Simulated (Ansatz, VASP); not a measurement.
## Two plane-wave programs on SiC

```
Si C
1.0
     0.00000    2.18986    2.18986
     2.18986    0.00000    2.18986
     2.18986    2.18986    0.00000
Si C
1 1
Cartesian
  0.0000 0.0000 0.0000
  1.0949 1.0949 1.0949
```

Alike in both runs: functional PBE; k mesh 10 × 10 × 10; occupations gaussian, width 0.02 eV; no spin polarisation.

Ansatz relaxed the structure, and its values are those at the end. VASP's run is a single point on that final structure, the one shown.

```csv
,VASP,Ansatz
version,VASP 6.6.1,Ansatz 0.2.0
potentials or method,"VASP PAW PBE potentials, release 64 (Si, C), cutoff 600 eV","scalar-relativistic, plane waves, PAW"
valence electrons in the cell,8,8
```

Ansatz gave:

- gap on the k mesh at the Fermi level (eV): 1.37
- least direct gap on the mesh (eV): 4.53
- pressure (GPa): 0.0

Task: What did VASP give for the same quantities?

Result: gap on the k mesh at the Fermi level (eV): 1.37; least direct gap on the mesh (eV): 4.53; pressure (GPa): -0.2.
